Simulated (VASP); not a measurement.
Set up this calculation in VASP 6.6.1, as the native input.

- Task: single point
- Functional: PBE
- Potentials or basis: VASP PAW PBE potentials, release 64 (Ga_d, N)
- Cutoff: 520 eV
- k mesh: 6 × 6 × 4
- Occupations: gaussian, width 0.1 eV
- Spin: no spin polarisation
- Dipole correction: no
- Further INCAR settings: ALGO = Normal; EDIFF = 1e-06; NBANDS = 16

The structure of GaN lies in POSCAR:

```
GaN
1.0
    2.6317986900      0.0000000000      0.0000000000
   -1.3158993400      2.2792045200      0.0000000000
    0.0000000000      0.0000000000      4.3759089200
Ga N
1 1
Direct
    0.0000000000      0.0000000000      0.5000000000
    0.6666666700      0.3333333300      0.0000000000
```

The cell was built from a structure type or drawn by symmetry, and may not be a known phase.

The input as run:

INCAR

```
PREC = Accurate
ENCUT = 520
EDIFF = 1E-6
ISMEAR = 0
SIGMA = 0.1
LREAL = F
LASPH = T
NELM = 60
ALGO = Normal
ISIF = 2
LWAVE = F
LCHARG = F
GGA = PE
NBANDS = 16
```

KPOINTS

```
Automatic mesh
0
Gamma
  6 6 4
```

Potentials or basis: VASP PAW PBE potentials, release 64 (Ga_d, N).

Command:

```bash
$ cat potpaw_PBE.64/Ga_d/POTCAR potpaw_PBE.64/N/POTCAR > POTCAR
$ mpirun -np 1 vasp_std > vasp.out
```

It gave:

```json
{
 "Pressure": "-8.3 GPa",
 "Band gap on the k mesh": "zero (bands 9 and 10 overlap by 2.32 eV)"
}
```

Caveat: the k points lie up to 0.46 Å⁻¹ apart, too coarse for converged energies and pressures of a metal.

It took 7.7 s on 1 thread of Intel Xeon 8259CL, with other jobs on the host, peak memory 0.14 GiB.
